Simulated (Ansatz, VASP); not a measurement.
SiNi in VASP and in Ansatz

```
Si Ni
1.0
     5.15409    0.00000    0.00000
     0.00000    3.37549    0.00000
     0.00000    0.00000    5.61971
Si Ni
4 4
Direct
  0.32125 0.75000 0.08408
  0.17875 0.25000 0.58408
  0.82125 0.75000 0.41592
  0.67875 0.25000 0.91592
  0.00822 0.25000 0.18849
  0.49178 0.75000 0.68849
  0.50822 0.25000 0.31151
  0.99178 0.75000 0.81151
```

Alike in both runs: functional PBE; k mesh 8 × 10 × 6; occupations gaussian, width 0.1 eV; no spin polarisation.

Ansatz relaxed the structure, and its values are those at the end. VASP's run is a single point on that final structure, the one shown.

|  | VASP | Ansatz |
| --- | --- | --- |
| version | VASP 6.6.1 | Ansatz 0.2.0 |
| potentials or method | VASP PAW PBE potentials, release 64 (Si, Ni), cutoff 520 eV | scalar-relativistic, plane waves, PAW |
| valence electrons in the cell | 56 | 88 |

|  | VASP | Ansatz | Ansatz less VASP |
| --- | --- | --- | --- |
| gap on the k mesh at the Fermi level (eV) | none | none | - |
| pressure (GPa) | 0.0 | 0.0 | -0.03 |
| rms of the force components (eV/Å) | 0.006 | 0.001 | -0.0045 |

A gap of «none» marks a metal or a gap that the smearing closes. The functional is the same, so the differences come from potentials, cutoffs and numerics. VASP's potentials hold 56 valence electrons a cell and Ansatz's 88, so a difference there can come from the potentials and not from the codes.
